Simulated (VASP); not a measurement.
# CuSi16 (a cell with a defect) in VASP: single point with PBE

Aim: the single point of CuSi16 (a cell with a defect) with PBE.

All numbers are computed with VASP 6.6.1; they aren't measurements. Logs are shortened: lines on timing, memory, paths and dates and some standing lists are left out, and cuts for length are marked.

## 1. The cell of the first run

The cell holds a defect, 17 atoms: a = 7.679 Å, b = 7.679 Å, c = 7.679 Å, α = 60.00°, β = 60.00°, γ = 60.00°.

## 2. Single point, PBE

The input, INCAR:

```
SYSTEM = CuSi16
PREC = Accurate
ENCUT = 520
EDIFF = 1E-6
ISMEAR = -1
SIGMA = 0.05
LREAL = Auto
LASPH = .TRUE.
NELM = 80
ALGO = Normal
ISIF = 2
LWAVE = .FALSE.
LCHARG = .FALSE.
GGA = PE
NELECT = 74.0
NBANDS = 52
```

The input, KPOINTS:

```
regular mesh
0
G
  2 2 2
  0 0 0
```

The input, POSCAR:

```
CuSi16
1.0
    0.0000000000      5.4300000000      5.4300000000
    5.4300000000      0.0000000000      5.4300000000
    5.4300000000      5.4300000000      0.0000000000
Si Cu
16 1
Direct
   -0.0115184326     -0.0126698100      0.0351196965
    0.1265652790      0.1257375667      0.1340941892
    0.0053435007      0.0048287285      0.5085338578
    0.1120326315      0.1123067218      0.6638960522
    0.0023372200      0.4987126998     -0.0014151166
    0.1268003768      0.6121545408      0.1338221975
    0.0048853504      0.4816424584      0.5083419842
    0.1334768287      0.6201810168      0.6263115018
    0.4995976835      0.0015769578     -0.0013552857
    0.6131229109      0.1258390698      0.1339479312
    0.4814740468      0.0046833891      0.5084018817
    0.6204001914      0.1328811602      0.6263826184
    0.4999102085      0.4988399251     -0.0014861894
    0.6291910135      0.6284933423      0.1127582108
    0.5055465122      0.5047994685      0.4837042801
    0.6199477864      0.6200403350      0.6262277256
    0.8472749923      0.8474132292      0.4581725648
```

Potentials or basis: VASP PAW PBE potentials, release 64 (Si, Cu).

On the command line:

```
$ cat potpaw_PBE.64/Si/POTCAR potpaw_PBE.64/Cu/POTCAR > POTCAR
$ mpirun -np 1 vasp_std > vasp.out
```

OUTCAR:

```text
SYSTEM = CuSi16
   PREC = Accurate
   ENCUT = 520
   EDIFF = 1E-6
   ISMEAR = -1
   LREAL = Auto
   LASPH = .TRUE.
   NELM = 80
   ISIF = 2
   GGA = PE
   NELECT = 74.0

 ion  position               nearest neighbor table
   1  0.988  0.987  0.035-   4 2.33   6 2.36  10 2.36   2 2.36  17 2.65
   2  0.127  0.126  0.134-   5 2.34   9 2.34   3 2.35   1 2.36
   3  0.005  0.005  0.509-   4 2.33  17 2.34   2 2.35   8 2.41  12 2.41
   4  0.112  0.112  0.664-   7 2.33  11 2.33   3 2.33   1 2.33
   5  0.002  0.499  0.999-   8 2.33   2 2.34  14 2.34   6 2.34
   6  0.127  0.612  0.134-  13 2.34   5 2.34   7 2.35   1 2.36
   7  0.005  0.482  0.508-   4 2.33  17 2.34   6 2.35  16 2.41   8 2.42
   8  0.133  0.620  0.626-   5 2.33  15 2.34   3 2.41   7 2.42  17 2.51
   9  0.500  0.002  0.999-  12 2.33  14 2.34   2 2.34  10 2.34
  10  0.613  0.126  0.134-  13 2.34   9 2.34  11 2.35   1 2.36
  11  0.481  0.005  0.508-   4 2.33  17 2.34  10 2.35  16 2.41  12 2.42
  12  0.620  0.133  0.626-   9 2.33  15 2.34   3 2.41  11 2.42  17 2.50
  13  0.500  0.499  0.999-  16 2.33  10 2.34  14 2.34   6 2.34
  14  0.629  0.628  0.113-  15 2.33   9 2.34   5 2.34  13 2.34
  15  0.506  0.505  0.484-  14 2.33  12 2.34   8 2.34  16 2.34
  16  0.620  0.620  0.626-  13 2.33  15 2.34  11 2.41   7 2.41  17 2.51
  17  0.847  0.847  0.458-   7 2.34  11 2.34   3 2.34  12 2.50   8 2.51  16 2.51   1 2.65

  LATTYP: Found a face centered cubic cell.
 ALAT       =    10.8600000000

  Lattice vectors:

 A1 = (   0.0000000000,   5.4300000000,   5.4300000000)
 A2 = (   5.4300000000,   0.0000000000,   5.4300000000)
 A3 = (   5.4300000000,   5.4300000000,   0.0000000000)

Analysis of symmetry for initial positions (statically):
=====================================================================
 Subroutine PRICEL returns:
 Original cell was already a primitive cell.

 Routine SETGRP: Setting up the symmetry group for a
 face centered cubic supercell.

 Subroutine GETGRP returns: Found  1 space group operations
 (whereof  1 operations were pure point group operations)
 out of a pool of 48 trial point group operations.

The static configuration has the point symmetry C_1 .

Analysis of symmetry for dynamics (positions and initial velocities):
=====================================================================
 Subroutine PRICEL returns:
 Original cell was already a primitive cell.

 Routine SETGRP: Setting up the symmetry group for a
 face centered cubic supercell.

 Subroutine GETGRP returns: Found  1 space group operations
 (whereof  1 operations were pure point group operations)
 out of a pool of 48 trial point group operations.

The dynamic configuration has the point symmetry C_1 .

 Subroutine INISYM returns: Found  1 space group operations
 (whereof  1 operations are pure point group operations),
 and found     1 'primitive' translations

----------------------------------------------------------------------------------------

                                     Primitive cell

  volume of cell :     320.2060

  direct lattice vectors                    reciprocal lattice vectors
     0.000000000  5.430000000  5.430000000    -0.092081031  0.092081031  0.092081031
     5.430000000  0.000000000  5.430000000     0.092081031 -0.092081031  0.092081031
     5.430000000  5.430000000  0.000000000     0.092081031  0.092081031 -0.092081031

  length of vectors
     7.679179644  7.679179644  7.679179644     0.159489025  0.159489025  0.159489025

  position of ions in fractional coordinates (direct lattice)
     0.988481567  0.987330190  0.035119696
     0.126565279  0.125737567  0.134094189
     0.005343501  0.004828729  0.508533858
     0.112032631  0.112306722  0.663896052
     0.002337220  0.498712700  0.998584883
     0.126800377  0.612154541  0.133822198
[... 9 lines left out ...]
     0.619947786  0.620040335  0.626227726
     0.847274992  0.847413229  0.458172565

  ion indices of the primitive-cell ions
   primitive index   ion index
                 1           1
                 2           2
                 3           3
                 4           4
                 5           5
                 6           6
[... 9 lines left out ...]
                16          16
                17          17

----------------------------------------------------------------------------------------

 KPOINTS: regular mesh

Automatic generation of k-mesh.
 Grid dimensions read from file:
 generate k-points for:    2    2    2

 Generating k-lattice:

  Cartesian coordinates                     Fractional coordinates (reciprocal lattice)
    -0.046040516  0.046040516  0.046040516     0.500000000  0.000000000  0.000000000
     0.046040516 -0.046040516  0.046040516     0.000000000  0.500000000  0.000000000
     0.046040516  0.046040516 -0.046040516     0.000000000  0.000000000  0.500000000

  Length of vectors
     0.079744512  0.079744512  0.079744512

  Shift w.r.t. Gamma in fractional coordinates (k-lattice)
     0.000000000  0.000000000  0.000000000

 Subroutine IBZKPT returns following result:
 ===========================================

 Found      8 irreducible k-points:

 Following reciprocal coordinates:
            Coordinates               Weight
  0.000000  0.000000  0.000000      1.000000
  0.500000  0.000000  0.000000      1.000000
  0.000000  0.500000  0.000000      1.000000
  0.000000  0.000000  0.500000      1.000000
  0.500000  0.500000  0.500000      1.000000
  0.500000  0.500000  0.000000      1.000000
  0.000000  0.500000  0.500000      1.000000
  0.500000  0.000000  0.500000      1.000000
   k-points           NKPTS =      8   k-points in BZ     NKDIM =      8   number of bands    NBANDS=     52
   number of dos      NEDOS =    301   number of ions     NIONS =     17
   total plane-waves  NPLWV = 216000
   dimension x,y,z NGX =    60 NGY =   60 NGZ =   60
   dimension x,y,z NGXF=   120 NGYF=  120 NGZF=  120
   ions per type =              16   1
   NGX,Y,Z   is equivalent  to a cutoff of  12.99, 12.99, 12.99 a.u.
   NGXF,Y,Z  is equivalent  to a cutoff of  25.98, 25.98, 25.98 a.u.
 SYSTEM =  CuSi16
   PREC   = accura    normal or accurate (medium, high low for compatibility)
   ISTART =      0    job   : 0-new  1-cont  2-samecut
   ICHARG =      2    charge: 1-file 2-atom 10-const
   ISPIN  =      1    spin polarized calculation?
   LNONCOLLINEAR =      F non collinear calculations
   LSORBIT =      F    spin-orbit coupling
   LASPH  =      T    aspherical Exc in radial PAW
   ENCUT  =  520.0 eV  38.22 Ry    6.18 a.u.  14.28 14.28 14.28*2*pi/ulx,y,z
   NELM   =     80;   NELMIN=  2; NELMDL= -5     # of ELM steps
   EDIFF  = 0.1E-05   stopping-criterion for ELM
   LREAL  =      T    real-space projection
   EDIFFG = 0.1E-04   stopping-criterion for IOM
   NSW    =      0    number of steps for IOM
   IBRION =     -1    ionic relax: 0-MD 1-quasi-New 2-CG
   NFREE  =      0    steps in history (QN), initial steepest desc. (CG)
   ISIF   =      2    stress and relaxation
   ISYM   =      2    0-nonsym 1-usesym 2-fastsym
   POTIM  = 0.5000    time-step for ionic-motion
   TEBEG  =    0.0;   TEEND  =   0.0 temperature during run
   PSTRESS=    0.0 pullay stress
   NELECT =      74.0000    total number of electrons
   NUPDOWN=      -1.0000    fix difference up-down
   EMIN   =  10.00;   EMAX   =-10.00  energy-range for DOS
   EFERMI =   0.00;   METHOD = LEGACY
   ISMEAR =    -1;   SIGMA  =   0.05  broadening in eV -4-tet -1-fermi 0-gaus
   EFERMI_NEDOS =   21; number of points for ismear=-14 and -15
   IALGO  =     38    algorithm
   IMIX   =      4    mixing-type and parameters
     AMIX     =   0.40;   BMIX     =  1.00
     AMIX_MAG =   1.60;   BMIX_MAG =  1.00
  volume/ion in A,a.u.               =      18.84       127.11
  Fermi-wavevector in a.u.,A,eV,Ry     =   1.004636  1.898488 13.732283  1.009294
  Thomas-Fermi vector in A             =   2.137265
   LORBIT       =      0    0 simple, 1 ext, 2 COOP (PROOUT), +10 PAW based schemes
   GGA     = PE    functional components
   LHFCALC =     F    Hartree Fock is set to
   AEXX    =    0.0000 exact exchange contribution
   IVDW    =     0    specifies the selected vdW correction
   LEPSILON=     F    determine dielectric tensor
   LRPA    =     F    only Hartree local field effects (RPA)
 non-spin polarized calculation
  energy-cutoff  :      520.00
  volume of cell :      320.21
 maximum number of plane-waves:      8646
 NGX is ok and might be reduce to    60
   NGX = 29   NGY = 29   NGZ = 29

 number of electron      74.0000002 magnetization

 Free energy of the ion-electron system (eV)
  ---------------------------------------------------
  ext. energy  EPLUGINS =         0.00000000
  ---------------------------------------------------
  free energy    TOTEN  =       -94.23022930 eV

  energy without entropy =      -94.21145144  energy(sigma->0) =      -94.22084037

 E-fermi :   6.3900     XC(G=0):  -9.6079

 val. band max:        6.3826668756   @ k =   0.0000   0.0000   0.0000
 cond. band min:       6.3924399069   @ k =   0.0000   0.0000   0.0000
 fundamental gap:      0.0097730313
 Fermi energy:         6.3900038799

 k-point     1 :       0.0000    0.0000    0.0000
  band No.  band energies     occupation
      1      -5.8959      2.00000
      2      -3.5324      2.00000
      3      -3.5043      2.00000
      4      -3.5020      2.00000
      5      -3.4730      2.00000
      6      -2.0105      2.00000
[... 41 lines left out ...]
     48       8.5233      0.00000
     49       8.5305      0.00000

 k-point     2 :       0.5000    0.0000    0.0000
  band No.  band energies     occupation
      1      -5.1976      2.00000
      2      -4.9707      2.00000
      3      -3.3118      2.00000
      4      -3.2403      2.00000
      5      -3.1525      2.00000
      6      -3.0379      2.00000
[... 304 lines left out ...]
 k-point     8 :       0.5000    0.0000    0.5000
  band No.  band energies     occupation
      1      -4.9338      2.00000
      2      -4.7178      2.00000
      3      -3.8858      2.00000
      4      -3.7724      2.00000
      5      -3.7537      2.00000
      6      -3.7374      2.00000
[... 41 lines left out ...]
     48      10.4796      0.00000
     49      10.4858      0.00000
 [bands above 49 left out]

------------------------ aborting loop because EDIFF is reached ----------------------------------------

  FORCE on cell =-STRESS in cart. coord.  units (eV):
  Direction    XX          YY          ZZ          XY          YZ          ZX
  --------------------------------------------------------------------------------------
  -------------------------------------------------------------------------------------
  Total       -1.3865067     -1.4173303     -1.4346115     -0.2221711      0.1604689      0.2006495
  in kB       -6.9375010     -7.0917295     -7.1781974     -1.1116515      0.8029196      1.0039666
  external PRESSURE =      -7.0691426 kB  Pullay stress =       0.0000000 kB

 VOLUME and BASIS-vectors are now :
 -----------------------------------------------------------------------------
  energy-cutoff  :      520.00
  volume of cell :      320.21
      direct lattice vectors                 reciprocal lattice vectors
     0.000000000  5.430000000  5.430000000    -0.092081031  0.092081031  0.092081031
     5.430000000  0.000000000  5.430000000     0.092081031 -0.092081031  0.092081031
     5.430000000  5.430000000  0.000000000     0.092081031  0.092081031 -0.092081031

 POSITION                                       TOTAL-FORCE (eV/Angst)
 -----------------------------------------------------------------------------------
      5.55190      5.55815     10.72866         0.026223      0.022868     -0.021528
      1.41089      1.41538      1.37000         0.005445      0.003681     -0.023381
      2.78756      2.79035      0.05524         0.029018      0.030823      0.053235
      4.21478      4.21329      1.21816        -0.010769     -0.011538      0.010043
      8.13033      5.43501      2.72070        -0.000471     -0.008151      0.010767
      4.05065      1.41518      4.01253         0.023384      0.009167     -0.008429
[... 9 lines left out ...]
      6.76724      6.76673      6.73314         0.010879      0.017249      0.042136
      7.08933      7.08858      9.20216        -0.005100     -0.003794      0.003633
 -----------------------------------------------------------------------------------
    total drift:                               -0.001075     -0.001702      0.004297

  FREE ENERGIE OF THE ION-ELECTRON SYSTEM (eV)
  ---------------------------------------------------
  free  energy   TOTEN  =       -94.2302293024 eV

  energy  without entropy=      -94.2114514373  energy(sigma->0) =      -94.22084037
```

Run time: 3 min. Hardware: 1 thread of Intel Xeon Platinum 8481C at 2.70GHz (Sapphire Rapids), shared host; peak memory 0.49 GiB.

Results:

```
Free energy   : -94.2302 eV
Largest force : 0.069 eV/Å
```

Forces in eV/Å, atoms in the order of the input:
```
Si   0.026  0.023 -0.022
Si   0.005  0.004 -0.023
Si   0.029  0.031  0.053
Si  -0.011 -0.012  0.010
Si   0.000 -0.008  0.011
Si   0.023  0.009 -0.008
Si  -0.058  0.026 -0.027
Si   0.011 -0.041 -0.019
Si  -0.010 -0.004  0.007
Si   0.007  0.023 -0.005
Si   0.027 -0.055 -0.031
Si  -0.039  0.015 -0.017
Si  -0.002 -0.009  0.007
Si  -0.017 -0.012  0.012
Si   0.003 -0.003  0.006
Si   0.011  0.017  0.042
Cu  -0.005 -0.004  0.004
```

Caveat: the k points lie up to 0.50 Å⁻¹ apart; the cell carries a net charge on a neutralising background, which shifts energy and pressure; the cell is charged against a uniform background, so pressure and absolute levels hang on convention.
